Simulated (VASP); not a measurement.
Here is a VASP 6.6.1 calculation.

File INCAR:

```
SYSTEM = Ge
PREC     = Accurate       ! precision mode
ENCUT    = 520            ! plane-wave cutoff, eV
EDIFF    = 1E-7           ! SCF threshold, eV
ISMEAR   = 0              ! smearing method
SIGMA    = 0.1            ! smearing width, eV
LREAL    = .FALSE.        ! projectors in reciprocal space
LASPH    = .TRUE.         ! aspherical terms in the spheres
NELM     = 60             ! most SCF steps
ALGO     = Normal         ! electronic algorithm
ISIF     = 2              ! what is computed and relaxed
LWAVE    = .FALSE.        ! write WAVECAR
LCHARG   = .FALSE.        ! write CHGCAR
LDIPOL   = .TRUE.       
IDIPOL   = 3            
DIPOL    = 0.5 0.5 0.500
GGA      = PE             ! functional
NBANDS   = 21             ! bands
```

Contents of KPOINTS:

```
Automatic mesh
0
G
  12 12 1
  0 0 0
```

File POSCAR:

```
Ge
1.0
    3.9210000000      0.0000000000      0.0000000000
   -1.9605000000      3.3956856082      0.0000000000
    0.0000000000      0.0000000000     28.0000000000
Ge
2
Direct
    0.3333333333      0.6666666667      0.5051964286
    0.6666666667      0.3333333333      0.4948035714
```

Potentials or basis: VASP PAW PBE potentials, release 64 (Ge_d).

Launch:

```console
$ cat potpaw_PBE.64/Ge_d/POTCAR > POTCAR
$ mpirun -np 1 vasp_std > vasp.out
```

(1) Predict the largest force.

(2) Estimate the band gap on the k mesh.

Answers

(1) 0.694 eV/Å.

(2) zero (filled and empty bands touch).
